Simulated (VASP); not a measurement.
# BaTiO3 (Barioperovskite) (Amm2) in VASP: notebook, part 2 of 3

VASP 6.6.1. Earlier steps stand in the parts before.

## (3) Single point, PBEsol

This run uses another cell than the first one, of 12.69 Å³/atom, 1.016 times its volume.

The input, INCAR:

```
PREC = Accurate
ENCUT = 520
EDIFF = 1E-6
ISMEAR = -1
SIGMA = 0.05
LREAL = F
LASPH = T
NELM = 60
ALGO = Normal
ISIF = 2
LWAVE = F
LCHARG = T
GGA = PS
LELF = T
LVHAR = T
NBANDS = 28
```

The input, KPOINTS:

```
Automatic mesh
0
Gamma
  7 7 7
```

The input, POSCAR:

```
BaTiO3
1.0
    3.9498936663      0.0000000000      0.0000000000
    0.0000000000      2.8282992902      2.8387661408
    0.0000000000     -2.8282992902      2.8387661408
Ba Ti O
1 1 3
Direct
    0.0000000000      0.0070780030      0.0070780030
    0.5000000000      0.5198397662      0.5198397662
    0.5000000000      0.9848113105      0.4937263770
    0.5000000000      0.4937263770      0.9848113105
    0.0000000000      0.4914245434      0.4914245434
```

Potentials or basis: VASP PAW PBE potentials, release 64 (Ba_sv, Ti_sv, O).

The run is started by

```console
> cat potpaw_PBE.64/Ba_sv/POTCAR potpaw_PBE.64/Ti_sv/POTCAR potpaw_PBE.64/O/POTCAR > POTCAR
> mpirun -np 1 vasp_std > vasp.out
```

OUTCAR:

```text
PREC = Accurate
   ENCUT = 520
   EDIFF = 1E-6
   ISMEAR = -1
   LREAL = F
   LASPH = T
   NELM = 60
   ISIF = 2
   GGA = PS

 ion  position               nearest neighbor table
   1  0.000  0.007  0.007-   5 2.75   4 2.78   3 2.78   3 2.78   4 2.78   5 2.83   5 2.83   4 2.85
                             3 2.85   3 2.85   4 2.85   5 2.93   2 3.40   2 3.40   2 3.45   2 3.45
   2  0.500  0.520  0.520-   3 1.87   4 1.87   5 1.98   5 1.98   3 2.15   4 2.15   1 3.40   1 3.40
                             1 3.45   1 3.45   1 3.45   1 3.45   1 3.52   1 3.52
   3  0.500  0.985  0.494-   2 1.87   2 2.15   1 2.78   1 2.78   1 2.85   1 2.85
   4  0.500  0.494  0.985-   2 1.87   2 2.15   1 2.78   1 2.78   1 2.85   1 2.85
   5  0.000  0.491  0.491-   2 1.98   2 1.98   1 2.75   1 2.83   1 2.83   1 2.93

  LATTYP: Found a base centered orthorhombic cell.
 ALAT       =     5.6565985804
 B/A-ratio  =     1.0037007578
 C/A-ratio  =     0.6982807088

  Lattice vectors:

 A1 = (   0.0000000000,   2.8282992902,  -2.8387661408)
 A2 = (   0.0000000000,   2.8282992902,   2.8387661408)
 A3 = (   3.9498936663,   0.0000000000,   0.0000000000)

Analysis of symmetry for initial positions (statically):
=====================================================================
 Subroutine PRICEL returns:
 Original cell was already a primitive cell.

 Routine SETGRP: Setting up the symmetry group for a
 base centered orthorhombic supercell.

 Subroutine GETGRP returns: Found  4 space group operations
 (whereof  4 operations were pure point group operations)
 out of a pool of  8 trial point group operations.

The static configuration has the point symmetry C_2v.

Analysis of symmetry for dynamics (positions and initial velocities):
=====================================================================
 Subroutine PRICEL returns:
 Original cell was already a primitive cell.

 Routine SETGRP: Setting up the symmetry group for a
 base centered orthorhombic supercell.

 Subroutine GETGRP returns: Found  4 space group operations
 (whereof  4 operations were pure point group operations)
 out of a pool of  8 trial point group operations.

The dynamic configuration has the point symmetry C_2v.

 Subroutine INISYM returns: Found  4 space group operations
 (whereof  4 operations are pure point group operations),
 and found     1 'primitive' translations

----------------------------------------------------------------------------------------

                                     Primitive cell

  volume of cell :      63.4264

  direct lattice vectors                    reciprocal lattice vectors
     3.949893666  0.000000000  0.000000000     0.253171372  0.000000000  0.000000000
     0.000000000  2.828299290  2.838766141     0.000000000  0.176784685  0.176132860
     0.000000000 -2.828299290  2.838766141     0.000000000 -0.176784685  0.176132860

  length of vectors
     3.949893666  4.007227231  4.007227231     0.253171372  0.249550815  0.249550815

  position of ions in fractional coordinates (direct lattice)
     0.000000000  0.007078003  0.007078003
     0.500000000  0.519839766  0.519839766
[... 35 lines left out ...]

 Found     64 irreducible k-points:

 Following reciprocal coordinates:
            Coordinates               Weight
  0.000000  0.000000  0.000000      1.000000
  0.142857  0.000000  0.000000      2.000000
  0.285714  0.000000  0.000000      2.000000
  0.428571  0.000000  0.000000      2.000000
  0.000000  0.142857 -0.000000      4.000000
  0.142857  0.142857 -0.000000      8.000000
[... 16 lines left out ...]
  0.285714  0.285714  0.142857      8.000000
  0.428571  0.285714  0.142857      8.000000
 [... further k-points ...]
   k-points           NKPTS =     64   k-points in BZ     NKDIM =     64   number of bands    NBANDS=     28
   number of dos      NEDOS =    301   number of ions     NIONS =      5
   total plane-waves  NPLWV =  27000
   dimension x,y,z NGX =    30 NGY =   30 NGZ =   30
   dimension x,y,z NGXF=    60 NGYF=   60 NGZF=   60
   ions per type =               1   1   3
   NGX,Y,Z   is equivalent  to a cutoff of  12.63, 12.45, 12.45 a.u.
   NGXF,Y,Z  is equivalent  to a cutoff of  25.25, 24.89, 24.89 a.u.
 SYSTEM =  unknown system
   PREC   = accura    normal or accurate (medium, high low for compatibility)
   ISTART =      0    job   : 0-new  1-cont  2-samecut
   ICHARG =      2    charge: 1-file 2-atom 10-const
   ISPIN  =      1    spin polarized calculation?
   LNONCOLLINEAR =      F non collinear calculations
   LSORBIT =      F    spin-orbit coupling
   LASPH  =      T    aspherical Exc in radial PAW
   ENCUT  =  520.0 eV  38.22 Ry    6.18 a.u.   7.34  7.45  7.45*2*pi/ulx,y,z
   NELM   =     60;   NELMIN=  2; NELMDL= -5     # of ELM steps
   EDIFF  = 0.1E-05   stopping-criterion for ELM
   LREAL  =      F    real-space projection
   EDIFFG = 0.1E-04   stopping-criterion for IOM
   NSW    =      0    number of steps for IOM
   IBRION =     -1    ionic relax: 0-MD 1-quasi-New 2-CG
   NFREE  =      0    steps in history (QN), initial steepest desc. (CG)
   ISIF   =      2    stress and relaxation
   ISYM   =      2    0-nonsym 1-usesym 2-fastsym
   POTIM  = 0.5000    time-step for ionic-motion
   TEBEG  =    0.0;   TEEND  =   0.0 temperature during run
   PSTRESS=    0.0 pullay stress
   NELECT =      40.0000    total number of electrons
   NUPDOWN=      -1.0000    fix difference up-down
   EMIN   =  10.00;   EMAX   =-10.00  energy-range for DOS
   EFERMI =   0.00;   METHOD = LEGACY
   ISMEAR =    -1;   SIGMA  =   0.05  broadening in eV -4-tet -1-fermi 0-gaus
   EFERMI_NEDOS =   21; number of points for ismear=-14 and -15
   IALGO  =     38    algorithm
   IMIX   =      4    mixing-type and parameters
     AMIX     =   0.40;   BMIX     =  1.00
     AMIX_MAG =   1.60;   BMIX_MAG =  1.00
  volume/ion in A,a.u.               =      12.69        85.60
  Fermi-wavevector in a.u.,A,eV,Ry     =   1.403906  2.652998 26.816431  1.970952
  Thomas-Fermi vector in A             =   2.526521
   LORBIT       =      0    0 simple, 1 ext, 2 COOP (PROOUT), +10 PAW based schemes
   GGA     = PS    functional components
   LHFCALC =     F    Hartree Fock is set to
   AEXX    =    0.0000 exact exchange contribution
   IVDW    =     0    specifies the selected vdW correction
   LEPSILON=     F    determine dielectric tensor
   LRPA    =     F    only Hartree local field effects (RPA)
 non-spin polarized calculation
  energy-cutoff  :      520.00
  volume of cell :       63.43
 maximum number of plane-waves:      1743
 NGX is ok and might be reduce to    30
   NGX = 15   NGY = 15   NGZ = 15

 number of electron      40.0000001 magnetization

 Free energy of the ion-electron system (eV)
  ---------------------------------------------------
  ext. energy  EPLUGINS =         0.00000000
  ---------------------------------------------------
  free energy    TOTEN  =       -42.00163560 eV

  energy without entropy =      -42.00163560  energy(sigma->0) =      -42.00163560

 E-fermi :   4.8076     XC(G=0): -11.5618

 val. band max:        3.6874993285   @ k =   0.4286   0.4286   0.4286
 cond. band min:       5.8580357851   @ k =   0.0000   0.0000   0.0000
 fundamental gap:      2.1705364567
 Fermi energy:         4.8076287359

 k-point     1 :       0.0000    0.0000    0.0000
  band No.  band energies     occupation
      1     -52.3300      2.00000
      2     -28.7128      2.00000
      3     -28.7072      2.00000
      4     -28.6646      2.00000
      5     -20.9918      2.00000
      6     -13.0605      2.00000
[... 733 lines left out ...]
     27      12.1163      0.00000
     28      12.2691      0.00000

 [... further k-points ...]

------------------------ aborting loop because EDIFF is reached ----------------------------------------

  FORCE on cell =-STRESS in cart. coord.  units (eV):
  Direction    XX          YY          ZZ          XY          YZ          ZX
  --------------------------------------------------------------------------------------
  -------------------------------------------------------------------------------------
  Total        0.7566514      0.7852474      0.7661585      0.0000000      0.0000000      0.0000000
  in kB       19.1133153     19.8356624     19.3534695      0.0000000      0.0000000      0.0000000
  external PRESSURE =      19.4341490 kB  Pullay stress =       0.0000000 kB

 VOLUME and BASIS-vectors are now :
 -----------------------------------------------------------------------------
  energy-cutoff  :      520.00
  volume of cell :       63.43
      direct lattice vectors                 reciprocal lattice vectors
     3.949893666  0.000000000  0.000000000     0.253171372  0.000000000  0.000000000
     0.000000000  2.828299290  2.838766141     0.000000000  0.176784685  0.176132860
     0.000000000 -2.828299290  2.838766141     0.000000000 -0.176784685  0.176132860

 POSITION                                       TOTAL-FORCE (eV/Angst)
 -----------------------------------------------------------------------------------
      0.00000      0.00000      0.04019         0.000000      0.000000     -0.038626
      1.97495      0.00000      2.95141         0.000000      0.000000     -0.055110
      1.97495      1.38894      4.19722         0.000000      0.020457      0.037679
      1.97495     -1.38894      4.19722         0.000000     -0.020457      0.037679
      0.00000      0.00000      2.79008         0.000000      0.000000      0.018378
 -----------------------------------------------------------------------------------
    total drift:                                0.000000      0.000000      0.000460

  FREE ENERGIE OF THE ION-ELECTRON SYSTEM (eV)
  ---------------------------------------------------
  free  energy   TOTEN  =       -42.0016356022 eV

  energy  without entropy=      -42.0016356021  energy(sigma->0) =      -42.00163560
```

It took 1.9 min on 1 thread of Intel Xeon 6975P-C (Granite Rapids), shared host; peak memory 0.25 GiB.

What came out:

```yaml
Free_energy: -42.0016 eV
Pressure: 1.9 GPa
Largest_force: 0.055 eV/Å
Band_gap_on_the_k_mesh: 2.17 eV, indirect (least direct gap 2.44 eV)
```

Forces in eV/Å, atoms in the order of the input:
```
Ba   0.000  0.000 -0.039
Ti   0.000  0.000 -0.055
O    0.000  0.020  0.038
O    0.000 -0.020  0.038
O    0.000  0.000  0.018
```

Levels at points of the mesh, in eV from the valence-band top:
| k point | band 18 | band 19 | band 20 | band 21 | band 22 | band 23 |
| --- | --- | --- | --- | --- | --- | --- |
| (0.00, 0.00, 0.00) | -0.37 | -0.36 | -0.27 | 2.17 | 2.36 | 2.43 |

Caveat: the PAW data sets were made with another functional, which shifts forces and pressure a little; spin-orbit coupling is left out, which moves the levels of the heavy elements. A k mesh can miss the band edges.

## (4) Single point, PBEsol+U

This run uses another cell than the first one, of 12.87 Å³/atom, 1.030 times its volume.

The input, INCAR:

```
  PREC = Accurate
  ENCUT = 520
  EDIFF = 1E-6
  ISMEAR = -1
  SIGMA = 0.05
  LREAL = F
  LASPH = T
  NELM = 150
  ALGO = Normal
  ISIF = 2
  LWAVE = F
  LCHARG = F
  LMAXMIX = 4
  LDAU = T
  LDAUTYPE = 2
  LDAUL = -1 2 -1
  LDAUU = 0 2 0
  LDAUJ = 0 0 0
  LDAUPRINT = 1
  GGA = PS
  NBANDS = 28
```

The input, KPOINTS:

```
regular mesh
0
Gamma
  7 7 7
```

The input, POSCAR:

```
BaTiO3
1.0
    3.9855000000      0.0000000000      0.0000000000
    0.0000000000      2.8369000000      2.8451500000
    0.0000000000     -2.8369000000      2.8451500000
Ba Ti O
1 1 3
Direct
    0.0000000000      0.0000000000      0.0000000000
    0.5000000000      0.5124000000      0.5124000000
    0.5000000000      0.9918400000      0.5052400000
    0.5000000000      0.5052400000      0.9918400000
    0.0000000000      0.4874000000      0.4874000000
```

The run is started by

```console
> cat potpaw_PBE.64/Ba_sv/POTCAR potpaw_PBE.64/Ti_sv/POTCAR potpaw_PBE.64/O/POTCAR > POTCAR
> mpirun -np 1 vasp_std > vasp.out
```

It took 54 s on 1 thread of Intel Xeon 6975P-C (Granite Rapids), shared host; peak memory 0.25 GiB.

The run converged. Its results:

- Free energy: -40.5894 eV
- Pressure: -0.4 GPa
- Largest force: 0.229 eV/Å
- Band gap on the k mesh: 2.09 eV, indirect (least direct gap 2.24 eV)

Forces on the atoms (eV/Å):
```
Ba   0.000  0.000  0.161
Ti   0.000  0.000 -0.120
O    0.000  0.121 -0.135
O    0.000 -0.121 -0.135
O    0.000  0.000  0.229
```

Stress tensor (GPa, compression positive):
```
-0.35  0.00  0.00
 0.00 -0.18  0.00
 0.00  0.00 -0.82
```

Levels at points of the mesh, in eV from the valence-band top:
```tsv
k point	band 18	band 19	band 20	band 21	band 22	band 23
(0.00, 0.00, 0.00)	-0.28	-0.19	-0.15	2.09	2.15	2.29
```

Eigenvalues of the final occupation matrices:
| site | spin | trace | eigenvalues |
| --- | --- | --- | --- |
| site 2 d | 1 | 0.84 | 0.12 0.12 0.12 0.24 0.25 |
| site 2 d | 2 | 0.84 | 0.12 0.12 0.12 0.24 0.25 |

Caveat: the PAW data sets were made with another functional, which shifts forces and pressure a little; spin-orbit coupling is left out, which moves the levels of the heavy elements. A k mesh can miss the band edges.

[end of part 2 of 3]
